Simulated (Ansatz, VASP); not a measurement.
# Pt in VASP and in Ansatz

```
CELL_PARAMETERS angstrom
0.00000 1.95989 1.95989
1.95989 0.00000 1.95989
1.95989 1.95989 0.00000
ATOMIC_POSITIONS crystal
Pt 0.00000 0.00000 0.00000
```

Alike in both runs: task relaxation of cell and atoms; functional PBEsol; k mesh 18 × 18 × 18; occupations gaussian, width 0.1 eV; no spin polarisation.

```csv
,VASP,Ansatz
version,VASP 6.6.1,Ansatz 0.2.0
potentials or method,"VASP PAW PBE potentials, release 64 (Pt), cutoff 600 eV","scalar-relativistic, plane waves, PAW"
valence electrons in the cell,10,18
```

Ansatz gave:

* gap on the k mesh at the Fermi level, each at its own relaxed structure (eV): none
* relaxed volume (Å³/atom): 15.04
* relaxed cell length with the largest relative difference (Å): 2.770

Q: Estimate VASP's values.

A: gap on the k mesh at the Fermi level, each at its own relaxed structure (eV): none; relaxed volume (Å³/atom): 15.02; relaxed cell length with the largest relative difference (Å): 2.769.

VASP's potentials were made for PBE, not for PBEsol. A gap of «none» marks a metal or a gap that the smearing closes. VASP's potentials hold 10 valence electrons a cell and Ansatz's 18, so a difference there can come from the potentials and not from the codes.

Spin-orbit coupling is off throughout.
